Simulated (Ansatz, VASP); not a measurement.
# One calculation of SiO2, two programs

The input POSCAR:

```
SiO2
1.0
    4.1851894810      0.0000000000      0.0000000000
    0.0000000000      4.1851894810      0.0000000000
    0.0000000000      0.0000000000      2.7190137531
Si O
2 4
Direct
    0.0000000000      0.0000000000      0.0000000000
    0.5000000000      0.5000000000      0.5000000000
    0.3060178159      0.3060178159      0.0000000000
    0.1939821841      0.8060178159      0.5000000000
    0.6939821841      0.6939821841      0.0000000000
    0.8060178159      0.1939821841      0.5000000000
```

INCAR.step1

```
SYSTEM = SiO2
PREC = Accurate
ENCUT = 520
ISMEAR = 0
SIGMA = 0.01
LREAL = .FALSE.
LASPH = .TRUE.
NELM = 100
NBANDS = 25
GGA = PE
ALGO = Normal
EDIFF = 1E-4
LWAVE = .TRUE.
LCHARG = .FALSE.
```

The input INCAR.step2:

```
SYSTEM = SiO2
PREC = Accurate
ENCUT = 520
EDIFF = 1E-7
ISMEAR = 0
SIGMA = 0.01
LREAL = .FALSE.
LASPH = .TRUE.
NELM = 100
ALGO = Normal
ISIF = 2
LWAVE = .FALSE.
LCHARG = .FALSE.
METAGGA = R2SCAN
LMIXTAU = .TRUE.
NBANDS = 25
ISTART = 1
```

KPOINTS

```
Automatic mesh
0
G
  6 6 10
  0 0 0
```

Input for Ansatz:

```yaml
crystal:
  lattice:
    - [4.185189481, 0.0, 0.0]
    - [0.0, 4.185189481, 0.0]
    - [0.0, 0.0, 2.7190137531]
  atoms:
    - { symbol: Si, position: [0.0, 0.0, 0.0] }
    - { symbol: Si, position: [0.5, 0.5, 0.5] }
    - { symbol: O, position: [0.3060178159, 0.3060178159, 0.0] }
    - { symbol: O, position: [0.1939821841, 0.8060178159, 0.5] }
    - { symbol: O, position: [0.6939821841, 0.6939821841, 0.0] }
    - { symbol: O, position: [0.8060178159, 0.1939821841, 0.5] }
kpoints:
  mp_grid: { grid: [6, 6, 10] }
  band_path:
    path:
      - [0.0, 0.0, 0.0]
      - [0.0, 0.5, 0.0]
      - [0.5, 0.5, 0.0]
      - [0.0, 0.0, 0.5]
      - [0.0, 0.5, 0.5]
      - [0.5, 0.5, 0.5]
    npoints: 1
hamiltonian:
  xc: r2scan
scf:
  occupations: { method: fixed }
  n_extra_bands: 5
output:
  forces: true
  stress: true
  eigenvalues: true
```

Change from the starting cell: uniaxial_z strain +1.9%.

Alike in both runs: task single point; functional r2SCAN; k mesh 6 × 6 × 10; no spin polarisation.

|  | VASP | Ansatz |
| --- | --- | --- |
| version | VASP 6.6.1 | Ansatz 0.2.0 |
| potentials or method | VASP PAW PBE potentials, release 64 (Si, O) | plane waves, PAW |
| plane-wave cutoff (eV) | 520 | 500 |
| occupations | gaussian, width 0.01 eV | fixed |
| valence electrons in the cell | 32 | 32 |

|  | VASP | Ansatz | Ansatz less VASP |
| --- | --- | --- | --- |
| gap on the k mesh at the Fermi level (eV) | 6.09 | 6.09 | +0.004 |
| pressure (GPa) | -6.5 | -6.9 | -0.36 |
| traceless stress, the component that is largest in VASP (GPa) | -6.10 | -6.60 | -0.505 |
| rms of the force components (eV/Å) | 0.007 | 0.000 | -0.0069 |

VASP's potentials were made for PBE, not for r2SCAN. Atom by atom the forces differ by 0.007 eV/Å (rms over components).
